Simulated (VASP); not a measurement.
A run of VASP 6.6.1 is set up as follows.

File INCAR:

```
SYSTEM = Pb
PREC = Accurate ; ENCUT = 520
EDIFF = 1E-6 ; ISMEAR = -1
SIGMA = 0.1 ; LREAL = .False.
LASPH = .True. ; NELM = 100
ALGO = Normal ; ISIF = 2
LWAVE = .False. ; LCHARG = .False.
GGA = PS ; NBANDS = 21
```

File KPOINTS:

```
Automatic mesh
0
Gamma
  12 12 6
  0 0 0
```

POSCAR

```
Pb
1.0
    3.3809374741      0.0000000000      0.0000000000
   -1.6904687371      2.9279777412      0.0000000000
    0.0000000000      0.0000000000      5.5451063225
Pb
2
Direct
    0.3333333333      0.6666666667      0.2500000000
    0.6666666667      0.3333333333      0.7500000000
```

Potentials or basis: VASP PAW PBE potentials, release 64 (Pb_d).

Command:

```console
$ cat potpaw_PBE.64/Pb_d/POTCAR > POTCAR
$ mpirun -np 1 vasp_std > vasp.out
```

(1) Predict the pressure.

(2) Predict the band gap on the k mesh.

Results:

(1) 4.8 GPa.

(2) zero (bands 14 and 15 overlap by 8.73 eV).

Caveat: the cell stands under pressure; the PAW data sets were made with another functional, which shifts forces and pressure a little; spin-orbit coupling is left out, which moves the levels of the heavy elements.
